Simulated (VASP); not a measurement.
Runs of VASP 6.6.1 on CoO. The structure is that of space group Fm-3m (No. 225), or close to it. The cells are those of the table. 

| task | level | potentials or basis | cell | k mesh | cutoff (eV) | smearing | gap on the mesh (eV) | pressure (GPa) | moment (μB) | relaxed volume (Å³/atom) |
| --- | --- | --- | --- | --- | --- | --- | --- | --- | --- | --- |
| relaxation of cell and atoms | PBE | VASP PAW PBE potentials, release 64 (Co, O) | relaxed from a = 3.014 Å, angles 60.0°, 2 atoms | 11 × 11 × 11 | 600 | fermi-dirac 0.05 eV | none | 0.0 | 2.86 | 9.53 |
| single point | BLYP+D3(BJ) | VASP PAW PBE potentials, release 64 (Co, O) | a = 3.010 Å, angles 60.0°, 2 atoms | 11 × 11 × 11 | 520 | fermi-dirac 0.05 eV | none | -0.6 | (c) | - |
| single point | PBEsol+D3(BJ) | VASP PAW PBE potentials, release 64 (Co, O) | a = 3.007 Å, angles 60.0°, 2 atoms | 11 × 11 × 11 | 520 | fermi-dirac 0.05 eV | none | -0.9 | 2.92 | - |
| single point | LDA | VASP PAW LDA potentials, release 64 (Co, O) | a = 2.953 Å, angles 60.0°, 2 atoms | 11 × 11 × 11 | 520 | fermi-dirac 0.05 eV | none | -14.5 | 2.33 | - |
| single point | LDA | VASP PAW LDA potentials, release 64 (Co, O) | a = 3.054 Å, angles 60.0°, 2 atoms | 11 × 11 × 11 | 520 | fermi-dirac 0.05 eV | none | -24.7 | 2.87 | - |
| single point | PBEsol | VASP PAW PBE potentials, release 64 (Co, O) | a = 3.014 Å, angles 60.0°, 2 atoms | 9 × 9 × 9 | 520 | gaussian 0.05 eV | none | -11.2 | 2.97 | - |
| single point | LDA | VASP PAW LDA potentials, release 64 (Co, O) | a = 2.974 Å, angles 60.0°, 2 atoms | 11 × 11 × 11 | 520 | fermi-dirac 0.05 eV | none | -17.3 | (b) | - |
| single point | PBE | VASP PAW PBE potentials, release 64 (Co, O) | a = 3.014 Å, angles 60.0°, 2 atoms | 12 × 12 × 12 | 520 | methfessel-paxton 0.05 eV | none | -2.3 | 2.95 | - |
| single point | PBEsol+D4 | VASP PAW PBE potentials, release 64 (Co, O) | a = 2.939 Å, angles 60.0°, 2 atoms | 11 × 11 × 11 | 520 | fermi-dirac 0.05 eV | none | -0.9 | 2.71 | - |
| single point | PBE | VASP PAW PBE potentials, release 64 (Co, O) | a = 3.014 Å, angles 60.0°, 2 atoms | 11 × 11 × 11 | 520 | gaussian 0.018 eV | none | -2.4 | 2.93 | - |
| relaxation of cell and atoms | PBEsol+D4 | VASP PAW PBE potentials, release 64 (Co, O) | relaxed from a = 3.014 Å, angles 60.0°, 2 atoms | 11 × 11 × 11 | 600 | fermi-dirac 0.05 eV | none | 0.0 | (a) | 8.91 |
| vibrations by perturbation theory | PBE | VASP PAW PBE potentials, release 64 (Co, O) | a = 3.014 Å, angles 60.0°, 2 atoms | 8 × 8 × 8 | 520 | fermi-dirac 0.05 eV | - | - | 2.87 | - |

Alike in all rows: spin collinear, ferromagnetic start.

Q: Fill in the values left out.

A: (a) 2.67; (b) 2.44; (c) 2.76.

Caveats: a cell with one magnetic atom can't hold antiferromagnetic order, which such compounds often take; semilocal functionals often make such compounds metallic where correlation or magnetic order opens a gap, which also shifts bond lengths (at least some runs); the PAW data sets were made with another functional, which shifts forces and pressure a little (at least some runs); the cell stands under tension (at least some runs); the cell stands under pressure or tension, which shifts response properties (at least some runs).

A gap of «none» marks levels without a gap at the run's occupations.
